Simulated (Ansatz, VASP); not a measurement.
# Al4As: VASP beside Ansatz

File INCAR:

```
PREC = Accurate ; ENCUT = 600
EDIFF = 1E-6 ; ISMEAR = 0
SIGMA = 0.1 ; LREAL = F
LASPH = T ; NELM = 100
ALGO = Fast ; ISIF = 3
LWAVE = F ; LCHARG = F
GGA = PE ; IBRION = 2
NSW = 90 ; EDIFFG = -0.04
```

KPOINTS

```
Automatic mesh
0
Gamma
  4 4 4
```

The input POSCAR:

```
Al4As
1.0
   -2.7397346000      2.7397346000      2.7397346000
    2.7397346000     -2.7397346000      2.7397346000
    2.7397346000      2.7397346000     -2.7397346000
Al As
4 1
Direct
    0.5000000000      0.5000000000      0.5000000000
    0.5000000000      0.0000000000      0.0000000000
    0.0000000000      0.0000000000      0.5000000000
    0.0000000000      0.5000000000      0.0000000000
    0.0000000000      0.0000000000      0.0000000000
```

Input for Ansatz:

```yaml
crystal:
  lattice:
    - [-2.7397346, 2.7397346, 2.7397346]
    - [2.7397346, -2.7397346, 2.7397346]
    - [2.7397346, 2.7397346, -2.7397346]
  atoms:
    - { symbol: Al, position: [0.5, 0.5, 0.5] }
    - { symbol: Al, position: [0.5, 0.0, 0.0] }
    - { symbol: Al, position: [0.0, 0.0, 0.5] }
    - { symbol: Al, position: [0.0, 0.5, 0.0] }
    - { symbol: As, position: [0.0, 0.0, 0.0] }
basis:
  ecutwfc: 420
kpoints:
  mp_grid: { grid: [4, 4, 4] }
hamiltonian:
  xc: pbe
scf:
  occupations: { method: gaussian, width: 0.1 }
  lower_state_search: "off"
output:
  forces: true
  stress: true
  eigenvalues: true
relax:
  adjacent_minimum: "off"
  f_tol: 0.04
  max_steps: 70
  cell: { stress_tol: 0.4 }
```

Change from the starting cell: species swapped into the Hg4Pt type (Im-3m, No. 229).

Alike in both runs: task relaxation of cell and atoms; functional PBE; k mesh 4 × 4 × 4; occupations gaussian, width 0.1 eV; no spin polarisation.

```csv
,VASP,Ansatz
version,VASP 6.6.1,Ansatz 0.2.0
potentials or method,"VASP PAW PBE potentials, release 64 (Al, As), cutoff 600 eV","scalar-relativistic, plane waves, PAW"
valence electrons in the cell,17,27
```

```csv
,VASP,Ansatz,Ansatz less VASP
"gap on the k mesh at the Fermi level, each at its own relaxed structure (eV)",none,none,-
relaxed volume (Å³/atom),21.59,21.42,-0.167
relaxed length of the cell vector where the two differ most in proportion (Å),5.195,5.182,-0.0135
```

A gap of «none» marks a metal or a gap that the smearing closes. VASP's potentials hold 17 valence electrons a cell and Ansatz's 27, so a difference there can come from the potentials and not from the codes.

The k mesh is coarse, so the values compare programs but aren't converged. Noted on VASP's run: the volume moved by over 15 % at a fixed basis, so the end points are rough.
